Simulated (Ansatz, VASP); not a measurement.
# AlN in VASP and in Ansatz

```xyz
4
Lattice="3.0888 0.0000 0.0000 -1.5444 2.6750 0.0000 0.0000 0.0000 4.9433" Properties=species:S:1:pos:R:3 pbc="T T T"
Al    1.5444    0.8917    2.4668
Al    0.0000    1.7833    4.9384
N     1.5444    0.8917    4.3550
N     0.0000    1.7833    1.8834
```

Alike in both runs: task single point; functional LDA; k mesh 12 × 12 × 6; occupations gaussian, width 0.02 eV; no spin polarisation.

|  | VASP | Ansatz |
| --- | --- | --- |
| version | VASP 6.6.1 | Ansatz 0.2.0 |
| potentials or method | VASP PAW LDA potentials, release 64 (Al, N), cutoff 520 eV | scalar-relativistic, plane waves, PAW |
| valence electrons in the cell | 16 | 16 |

|  | VASP | Ansatz | Ansatz less VASP |
| --- | --- | --- | --- |
| gap on the k mesh at the Fermi level (eV) | 4.42 | 4.42 | -0.007 |
| least direct gap on the mesh (eV) | 4.42 | 4.42 | -0.007 |
| pressure (GPa) | 0.6 | 0.0 | -0.61 |

LDA's correlation is that of Perdew and Zunger in VASP and of Perdew and Wang (1992) in Ansatz.
